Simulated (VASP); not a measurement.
A run of VASP 6.6.1 is set up as follows.

File INCAR:

```
SYSTEM = H
PREC = Accurate ; ENCUT = 500
EDIFF = 1E-6 ; ISMEAR = 0
SIGMA = 0.01 ; LREAL = .FALSE.
LASPH = .TRUE. ; NELM = 120
ALGO = Normal ; ISIF = 2
LWAVE = .FALSE. ; LCHARG = .FALSE.
GGA = PE ; NBANDS = 10
GGA_COMPAT = .FALSE.
```

KPOINTS

```
regular mesh
0
G
  5 5 4
  0 0 0
```

POSCAR

```
H
1.0
    2.5880245825     -2.5322126643      0.0000000000
    2.5880245825      2.5322126643      0.0000000000
    0.0000000000      0.0000000000      4.0858406245
H
4
Direct
    0.9532956300      0.0467043700      0.0685088900
    0.4532956300      0.5467043700      0.4314911100
    0.5467043700      0.4532956300      0.5685088900
    0.0467043700      0.9532956300      0.9314911100
```

Potentials or basis: VASP PAW PBE potentials, release 64 (H).

Command:

```console
$ cat potpaw_PBE.64/H/POTCAR > POTCAR
$ mpirun -np 1 vasp_std > vasp.out
```

(1) Predict the band gap on the k mesh.

(2) What does it give for the largest force?

(3) Estimate the pressure.

## Answers

(1) 9.44 eV, indirect (least direct gap 10.12 eV).

(2) 0.631 eV/Å.

(3) 0.8 GPa.
